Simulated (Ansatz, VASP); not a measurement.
C in VASP and in Ansatz

INCAR

```
SYSTEM = C
  PREC = Accurate
  ENCUT = 520
  EDIFF = 1E-6
  ISMEAR = 0
  SIGMA = 0.03
  LREAL = .False.
  LASPH = .True.
  NELM = 80
  ALGO = Normal
  ISIF = 2
  LWAVE = .False.
  LCHARG = .True.
  GGA = PS
  IVDW = 12
  LELF = .True.
  LVHAR = .True.
  NBANDS = 11
```

KPOINTS

```
regular mesh
0
Gamma
  16 16 16
  0 0 0
```

Contents of POSCAR:

```
C
1.0
    0.0000000000      2.1651688962      3.3824594497
    1.2508882260      0.0000000000      3.3824594497
    1.2508882260      2.1651688962      0.0000000000
C
2
Direct
    0.1314621586      0.8685378414      0.1314621586
    0.8685378414      0.1314621586      0.8685378414
```

Input for Ansatz:

```yaml
crystal:
  lattice:
    - [0.0, 2.1651688962, 3.3824594497]
    - [1.250888226, 0.0, 3.3824594497]
    - [1.250888226, 2.1651688962, 0.0]
  atoms:
    - { symbol: C, position: [0.1314621586, 0.8685378414, 0.1314621586] }
    - { symbol: C, position: [0.8685378414, 0.1314621586, 0.8685378414] }
basis:
  ecutwfc: 520.0
kpoints:
  mp_grid: { grid: [16, 16, 16] }
hamiltonian:
  xc: pbesol
  pseudopotentials: { kind: paw, azcp: { folder: soft_1 } }
  dispersion: d3bj
scf:
  occupations: { method: gaussian, width: 0.03 }
output:
  forces: true
  stress: true
  eigenvalues: true
  write_density: true
  write_potential: true
  elf: true
  volumetric_format: npy
```

Alike in both runs: task single point; functional PBEsol; dispersion D3(BJ); k mesh 16 × 16 × 16; occupations gaussian, width 0.03 eV; no spin polarisation.

|  | VASP | Ansatz |
| --- | --- | --- |
| version | VASP 6.6.1 | Ansatz 0.2.0 |
| potentials or method | VASP PAW PBE potentials, release 64 (C), cutoff 520 eV | scalar-relativistic, plane waves, PAW |
| valence electrons in the cell | 8 | 8 |

Ansatz gave:

- gap on the k mesh at the Fermi level (eV): none
- rms of the force components (eV/Å): 13.428

What did VASP give for the same quantities?

gap on the k mesh at the Fermi level (eV): none; rms of the force components (eV/Å): 13.619.

VASP's potentials were made for PBE, not for PBEsol, and Ansatz warns of the same on its side. Atom by atom the forces differ by 0.190 eV/Å (rms over components). A gap of «none» marks a metal or a gap that the smearing closes.
